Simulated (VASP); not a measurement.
Write the native input for VASP 6.6.1 that does the following.

```yaml
Task: relaxation of cell and atoms
Functional: PBE
Potentials_or_basis: VASP PAW PBE potentials, release 64 (Si, Se)
Cutoff: 500 eV
k_mesh: 3 × 3 × 3
Occupations: gaussian, width 0.2 eV
Spin: no spin polarisation
Dipole_correction: no
Further_INCAR_settings: ALGO = Normal; EDIFF = 1e-07; IBRION = 2; EDIFFG = -0.08; NSW = 36; ISIF = 3
```

The structure of Si4Se3 lies in POSCAR:

```
Si4Se3
1.0
    5.3700602600      0.0000000000      0.0000000000
    0.0000000000      5.3700602600      0.0000000000
    0.0000000000      0.0000000000      5.3700602600
Si Se
4 3
Direct
    0.7206873300      0.7206873300      0.7206873300
    0.2793126700      0.2793126700      0.7206873300
    0.2793126700      0.7206873300      0.2793126700
    0.7206873300      0.2793126700      0.2793126700
    0.0000000000      0.0000000000      0.5000000000
    0.5000000000      0.0000000000      0.0000000000
    0.0000000000      0.5000000000      0.0000000000
```

The cell was built from a structure type or drawn by symmetry, and may not be a known phase.

The input as run:

INCAR

```
SYSTEM = Si4Se3
  PREC = Accurate
  ENCUT = 500
  EDIFF = 1E-7
  ISMEAR = 0
  SIGMA = 0.2
  LREAL = .FALSE.
  LASPH = .TRUE.
  NELM = 120
  ALGO = Normal
  ISIF = 3
  LWAVE = .FALSE.
  LCHARG = .FALSE.
  GGA = PE
  IBRION = 2
  NSW = 36
  EDIFFG = -0.08
  GGA_COMPAT = .FALSE.
  NELMIN = 4
```

KPOINTS

```
regular mesh
0
G
  3 3 3
  0 0 0
```

Potentials or basis: VASP PAW PBE potentials, release 64 (Si, Se).

Launch:

```bash
$ cat potpaw_PBE.64/Si/POTCAR potpaw_PBE.64/Se/POTCAR > POTCAR
$ mpirun -np 1 vasp_std > vasp.out
```

Results of the run:

| Quantity | Value |
| --- | --- |
| Relaxed volume | 19.90 Å³/atom |
| Relaxed cell | a = 5.183 Å, b = 5.183 Å, c = 5.183 Å, α = 90.00°, β = 90.00°, γ = 90.00° |
| Space group after relaxing (to 0.1 Å) | P-43m (No. 215) |
| Pressure after relaxing | 0.6 GPa |
| Largest force after relaxing | 0.080 eV/Å |

Caveat: the k points lie up to 0.40 Å⁻¹ apart in the final cell; the highest band is partly filled, so the run has too few bands; the relaxation stopped at a loose force limit of 0.08 eV/Å, so its end isn't a converged minimum.

Wall time 5 min on 1 thread of Intel Xeon 8259CL, on a shared host, peak memory 0.24 GiB.
